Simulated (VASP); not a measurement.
## LiSi16 (a cell with a defect): single point with PBE

LiSi16 (a cell with a defect):

```
Si Li
1.0
     0.00000    5.43000    5.43000
     5.43000    0.00000    5.43000
     5.43000    5.43000    0.00000
Si Li
16 1
Direct
  0.00145 0.00584 0.00162
  0.12614 0.13564 0.12631
  0.00158 0.00590 0.50558
  0.13102 0.12812 0.62779
  0.00332 0.50381 0.00349
  0.12603 0.62652 0.12620
  0.00145 0.50195 0.50551
  0.12614 0.62664 0.63532
  0.50540 0.00590 0.00176
  0.62762 0.12812 0.13119
  0.50355 0.00405 0.50372
  0.62774 0.12823 0.62791
  0.50534 0.50195 0.00162
  0.63514 0.62664 0.12631
  0.50540 0.50207 0.50558
  0.62762 0.63151 0.62779
  0.25331 0.75380 0.25348
```

```
Program             : VASP 6.6.1
Task                : single point
Functional          : PBE
Potentials or basis : VASP PAW PBE potentials, release 64 (Si, Li_sv)
Cutoff              : 520 eV
k mesh              : 2 × 2 × 2
Occupations         : fermi-dirac, width 0.02 eV
Spin                : no spin polarisation
```

```yaml
Largest_force: 0.011 eV/Å
```

Forces on the atoms (eV/Å):
```
Si  -0.004 -0.001 -0.004
Si   0.008  0.001  0.008
Si   0.000  0.000  0.000
Si  -0.001 -0.002 -0.002
Si  -0.002 -0.002 -0.002
Si   0.002  0.002  0.002
Si  -0.004 -0.004 -0.001
Si   0.008  0.008  0.001
Si   0.000  0.000  0.000
Si  -0.002 -0.002 -0.001
Si  -0.001 -0.001 -0.001
Si  -0.001 -0.001 -0.001
Si  -0.001 -0.004 -0.004
Si   0.001  0.008  0.008
Si   0.000  0.000  0.000
Si  -0.002 -0.001 -0.002
Li   0.000  0.000  0.000
```

Levels at points of the mesh, in eV from the Fermi level:
| k point | band 30 | band 31 | band 32 | band 33 | band 34 | band 35 | band 36 | band 37 |
| --- | --- | --- | --- | --- | --- | --- | --- | --- |
| (0.00, 0.00, 0.00) | -1.45 | -0.32 | -0.32 | -0.32 | 0.32 | 0.32 | 0.32 | 0.39 |
| (0.50, 0.00, 0.00) | -1.14 | -1.14 | -1.05 | -1.05 | 0.88 | 1.08 | 1.08 | 1.27 |
| (0.50, 0.50, 0.50) | -1.14 | -1.14 | -1.05 | -1.05 | 0.88 | 1.08 | 1.08 | 1.27 |
| (0.50, 0.50, 0.00) | -1.68 | -1.68 | -1.63 | -1.59 | 0.75 | 0.81 | 1.87 | 1.99 |

It took 2.3 min on 1 thread of Intel(R) Xeon(R) Platinum 8259CL CPU @ 2.50GHz (Skylake/Cascade Lake) (shared host), peak memory 0.46 GiB.

Caveat: the k points lie up to 0.50 Å⁻¹ apart; the cell carries a net charge on a neutralising background, which shifts energy and pressure; the cell is charged against a uniform background, so pressure and absolute levels hang on convention.
